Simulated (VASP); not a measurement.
Input of a VASP 6.6.1 run:

Contents of INCAR:

```
SYSTEM = Mg2ZnS3
  ALGO = Normal
  EDIFF = 1E-6
  ENCUT = 520
  GGA = PE
  ISIF = 2
  ISMEAR = 0
  LASPH = .True.
  LCHARG = .False.
  LREAL = .False.
  LWAVE = .False.
  NBANDS = 26
  NELM = 80
  PREC = Accurate
  SIGMA = 0.1
```

Contents of KPOINTS:

```
k-points
0
Gamma
  10 10 4
  0 0 0
```

Contents of POSCAR:

```
Mg2ZnS3
1.0
    3.5133992995      0.0000000000      0.0000000000
    0.0000000000      3.5133992995      0.0000000000
    0.0000000000      0.0000000000     11.7326358072
Mg Zn S
2 1 3
Direct
    0.5000000000      0.0000000000      0.5960380498
    0.0000000000      0.5000000000      0.4039619502
    0.5000000000      0.5000000000      0.0000000000
    0.5000000000      0.0000000000      0.3753033099
    0.0000000000      0.5000000000      0.6246966901
    0.0000000000      0.0000000000      0.0000000000
```

Potentials or basis: VASP PAW PBE potentials, release 64 (Mg, Zn, S).

Run with:

```console
$ cat potpaw_PBE.64/Mg/POTCAR potpaw_PBE.64/Zn/POTCAR potpaw_PBE.64/S/POTCAR > POTCAR
$ mpirun -np 1 vasp_std > vasp.out
```

Problem. Estimate the band gap on the k mesh.

Solution. Zero (band 17 reaches 1.60 eV, above the bottom of band 18 at 0.78 eV).

Problem. Estimate the largest force.

Solution. 0.020 eV/Å.

Problem. Predict the pressure.

Solution. -0.1 GPa.

Forces on the atoms (eV/Å):
```
Mg   0.000  0.000 -0.020
Mg   0.000  0.000  0.020
Zn   0.000  0.000  0.000
S    0.000  0.000  0.002
S    0.000  0.000 -0.002
S    0.000  0.000  0.000
```
